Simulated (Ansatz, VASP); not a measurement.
# BN: VASP beside Ansatz

INCAR

```
SYSTEM = BN
  ALGO = Normal
  EDIFF = 1E-6
  ENCUT = 600
  GGA = PS
  GGA_COMPAT = .FALSE.
  ISIF = 2
  ISMEAR = 0
  IVDW = 12
  LASPH = .TRUE.
  LCHARG = .FALSE.
  LREAL = .FALSE.
  LWAVE = .FALSE.
  NBANDS = 11
  NELM = 120
  PREC = Accurate
  SIGMA = 0.05
```

The input KPOINTS:

```
k-points
0
G
  12 12 12
  0 0 0
```

Contents of POSCAR:

```
BN
1.0
    0.0000000000      1.7792763335      1.7792763335
    1.7792763335      0.0000000000      1.7792763335
    1.7792763335      1.7792763335      0.0000000000
B N
1 1
Direct
    0.0000000000      0.0000000000      0.0000000000
    0.7500000000      0.7500000000      0.7500000000
```

Input for Ansatz:

```yaml
crystal:
  lattice:
    - [0.0, 1.7792763335, 1.7792763335]
    - [1.7792763335, 0.0, 1.7792763335]
    - [1.7792763335, 1.7792763335, 0.0]
  atoms:
    - { symbol: B, position: [0.0, 0.0, 0.0] }
    - { symbol: "N", position: [0.75, 0.75, 0.75] }
basis:
  ecutwfc: 420
  ecutrho_ratio: 4
kpoints:
  mp_grid: { grid: [12, 12, 12] }
hamiltonian:
  xc: pbesol
  dispersion: d3bj
scf:
  occupations: { method: gaussian, width: 0.05 }
output:
  forces: true
  stress: true
  eigenvalues: true
```

Alike in both runs: task single point; functional PBEsol; dispersion D3(BJ); k mesh 12 × 12 × 12; occupations gaussian, width 0.05 eV; no spin polarisation.

|  | VASP | Ansatz |
| --- | --- | --- |
| version | VASP 6.6.1 | Ansatz 0.2.0 |
| potentials or method | VASP PAW PBE potentials, release 64 (B, N), cutoff 600 eV | scalar-relativistic, plane waves, PAW |
| valence electrons in the cell | 8 | 8 |

|  | VASP | Ansatz | Ansatz less VASP |
| --- | --- | --- | --- |
| gap on the k mesh at the Fermi level (eV) | 4.32 | 4.34 | +0.013 |
| least direct gap on the mesh (eV) | 8.98 | 8.99 | +0.008 |
| pressure (GPa) | 12.5 | 12.0 | -0.49 |

VASP's potentials were made for PBE, not for PBEsol.
